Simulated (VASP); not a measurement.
## GaN (wurtzite type): single point with PBE

Crystal: GaN (wurtzite type).

```
Ga N
1.0
     3.12682    0.00000    0.00000
    -1.56341    2.70791    0.00000
     0.00000    0.00000    5.09512
Ga N
2 2
Cartesian
  0.0000 1.8053 -0.0011
  1.5634 0.9026 2.5465
  0.0000 1.8053 1.9169
  1.5634 0.9026 4.4644
```

- Program: VASP 6.6.1
- Task: single point
- Functional: PBE
- Potentials or basis: VASP PAW PBE potentials, release 64 (Ga_d, N)
- Cutoff: 520 eV
- k mesh: 12 × 12 × 7
- Occupations: fermi-dirac, width 0.08 eV
- Spin: no spin polarisation
- Dipole correction: no
- Further INCAR settings: ALGO = Normal; EDIFF = 1e-06; NBANDS = 26

The pressure is 18.0 GPa and the band gap on the k mesh is 2.29 eV, direct.

Levels at points of the mesh, in eV from the valence-band top:
| k point | band 14 | band 15 | band 16 | band 17 | band 18 | band 19 | band 20 | band 21 | band 22 | band 23 |
| --- | --- | --- | --- | --- | --- | --- | --- | --- | --- | --- |
| (0.00, 0.00, 0.00) | -1.11 | -1.11 | -0.05 | 0.00 | 0.00 | 2.29 | 4.64 | 9.52 | 10.23 | 10.23 |
| (0.50, 0.00, 0.00) | -5.50 | -4.47 | -2.95 | -2.38 | -1.07 | 5.23 | 5.88 | 6.22 | 9.07 | 10.70 |

Run time: 76 s on 1 thread of Intel Xeon 6975P-C (shared host), peak memory 0.21 GiB.

Expect the measured gap to be larger: semilocal functionals such as PBE lack the derivative discontinuity.
